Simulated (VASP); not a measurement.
Here is a VASP 6.6.1 calculation.

Contents of INCAR:

```
SYSTEM = Al3H2
ALGO = Normal
EDIFF = 1E-6
EDIFFG = -0.08
ENCUT = 600
GGA = PE
IBRION = 2
ISIF = 3
ISMEAR = 0
LASPH = .True.
LCHARG = .False.
LREAL = .False.
LWAVE = .False.
NELM = 100
NSW = 36
PREC = Accurate
SIGMA = 0.2
```

File KPOINTS:

```
k-points
0
Gamma
  8 8 8
  0 0 0
```

POSCAR

```
Al3H2
1.0
   -1.4750000000      1.4750000000      6.8400000000
    1.4750000000     -1.4750000000      6.8400000000
    1.4750000000      1.4750000000     -6.8400000000
Al H
3 2
Direct
    0.6650000000      0.6650000000      0.0000000000
    0.3350000000      0.3350000000      0.0000000000
    0.0000000000      0.0000000000      0.0000000000
    0.2500000000      0.7500000000      0.5000000000
    0.7500000000      0.2500000000      0.5000000000
```

Potentials or basis: VASP PAW PBE potentials, release 64 (Al, H).

Launch:

```bash
$ cat potpaw_PBE.64/Al/POTCAR potpaw_PBE.64/H/POTCAR > POTCAR
$ mpirun -np 1 vasp_std > vasp.out
```

(1) What does it give for the relaxed cell?

(2) What does it give for the space group after relaxing (to 0.1 Å)?

(3) What does it give for the band gap on the k mesh?

## Answers

(1) a = 6.839 Å, b = 6.839 Å, c = 6.839 Å, α = 155.24°, β = 155.24°, γ = 35.29°.

(2) I4/mmm (No. 139).

(3) zero (an odd number of electrons rules out a gap without spin polarisation).
